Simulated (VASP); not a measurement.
Te, 3 atoms in the cell. The structure is hexagonal, space group P6/mmm (No. 191). Conventional cell: a = 6.028 Å, b = 6.028 Å, c = 3.695 Å, α = 90.00°, β = 90.00°, γ = 120.00°. Te (site symmetry 6/mmm) has 14 Te at 3.70 to 3.94 Å within 4.9 Å. Within 4.6 Å of Te (site symmetry -6m2) lie 11 Te at 3.48 to 3.94 Å. This isn't the form of Te at room conditions, which is trigonal, of chains.

* Program: VASP 6.6.1
* Task: single point
* Functional: PBEsol
* Potentials or basis: VASP PAW PBE potentials, release 64 (Te)
* Cutoff: 520 eV
* k mesh: 6 × 6 × 6
* Occupations: gaussian, width 0.1 eV
* Spin: no spin polarisation
* Dipole correction: no
* Further INCAR settings: ALGO = Normal; EDIFF = 1e-07; NBANDS = 16

Potentials or basis: VASP PAW PBE potentials, release 64 (Te).

The run is started by

```sh
$ cat potpaw_PBE.64/Te/POTCAR > POTCAR
$ mpirun -np 1 vasp_std > vasp.out
```

Hardware: 1 thread of Intel Xeon 8259CL, on a shared host.

**Question.** How long does it take, and how much memory?

**Answer.** Wall time 95 s on 1 thread of Intel Xeon 8259CL, with other jobs on the host, peak memory 0.25 GiB. Counts: scf iterations 15, k points 28.
